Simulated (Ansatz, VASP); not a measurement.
## One calculation of WS2, two programs

File POSCAR:

```
WS2
1.0
    3.2710757541      0.0000000000      0.0000000000
   -1.6355378771      2.8328347008      0.0000000000
    0.0000000000      0.0000000000     22.4073051758
W S
2 4
Direct
    0.3333333333      0.6666666667      0.6379434935
    0.6666666667      0.3333333333      0.3620565065
    0.3333333333      0.6666666667      0.2962425097
    0.6666666667      0.3333333333      0.5721038223
    0.3333333333      0.6666666667      0.4278961777
    0.6666666667      0.3333333333      0.7037574903
```

The input INCAR.step1:

```
SYSTEM = WS2
ALGO     = Normal         ! electronic algorithm
EDIFF    = 1E-4           ! SCF threshold, eV
ENCUT    = 520            ! plane-wave cutoff, eV
GGA      = PE             ! functional
ISMEAR   = 0              ! smearing method
LASPH    = .True.         ! aspherical terms in the spheres
LCHARG   = .False.        ! write CHGCAR
LREAL    = .False.        ! projectors in reciprocal space
LWAVE    = .True.         ! write WAVECAR
NBANDS   = 35             ! bands
NELM     = 80             ! most SCF steps
PREC     = Accurate       ! precision mode
SIGMA    = 0.05           ! smearing width, eV
```

File INCAR.step2:

```
SYSTEM = WS2
ALGO     = Normal         ! electronic algorithm
EDIFF    = 1E-6           ! SCF threshold, eV
ENCUT    = 520            ! plane-wave cutoff, eV
ISIF     = 2              ! what is computed and relaxed
ISMEAR   = 0              ! smearing method
ISTART   = 1            
LASPH    = .True.         ! aspherical terms in the spheres
LCHARG   = .True.         ! write CHGCAR
LELF     = .True.         ! ELF
LMIXTAU  = .True.       
LREAL    = .False.        ! projectors in reciprocal space
LVHAR    = .True.       
LWAVE    = .False.        ! write WAVECAR
METAGGA  = R2SCAN         ! meta-GGA
NBANDS   = 35             ! bands
NELM     = 80             ! most SCF steps
PREC     = Accurate       ! precision mode
SIGMA    = 0.05           ! smearing width, eV
```

Contents of KPOINTS:

```
k-points
0
Gamma
  12 12 2
  0 0 0
```

Input for Ansatz:

```yaml
crystal:
  lattice:
    - [3.2710757541, 0.0, 0.0]
    - [-1.6355378771, 2.8328347008, 0.0]
    - [0.0, 0.0, 22.4073051758]
  atoms:
    - { symbol: W, position: [0.3333333333, 0.6666666667, 0.6379434935] }
    - { symbol: W, position: [0.6666666667, 0.3333333333, 0.3620565065] }
    - { symbol: S, position: [0.3333333333, 0.6666666667, 0.2962425097] }
    - { symbol: S, position: [0.6666666667, 0.3333333333, 0.5721038223] }
    - { symbol: S, position: [0.3333333333, 0.6666666667, 0.4278961777] }
    - { symbol: S, position: [0.6666666667, 0.3333333333, 0.7037574903] }
basis:
  ecutwfc: 500
kpoints:
  mp_grid: { grid: [12, 12, 2] }
hamiltonian:
  xc: r2scan
scf:
  occupations: { method: gaussian, width: 0.05 }
output:
  forces: true
  stress: true
  eigenvalues: true
```

Alike in both runs: task single point; functional r2SCAN; k mesh 12 × 12 × 2; occupations gaussian, width 0.05 eV; no spin polarisation.

|  | VASP | Ansatz |
| --- | --- | --- |
| version | VASP 6.6.1 | Ansatz 0.2.0 |
| potentials or method | VASP PAW PBE potentials, release 64 (W_sv, S), cutoff 520 eV | scalar-relativistic, plane waves, PAW |
| valence electrons in the cell | 52 | 52 |

VASP gave:

* gap on the k mesh at the Fermi level (eV): 0.45
* least direct gap on the mesh (eV): 1.43
* rms of the force components (eV/Å): 0.570

**Question.** Which values does Ansatz return?

**Answer.** gap on the k mesh at the Fermi level (eV): 0.43; least direct gap on the mesh (eV): 1.43; rms of the force components (eV/Å): 0.563.

VASP's potentials were made for PBE, not for r2SCAN. Atom by atom the forces differ by 0.008 eV/Å (rms over components). The functional is the same, so the differences come from potentials, cutoffs and numerics.

Spin-orbit coupling is off throughout.
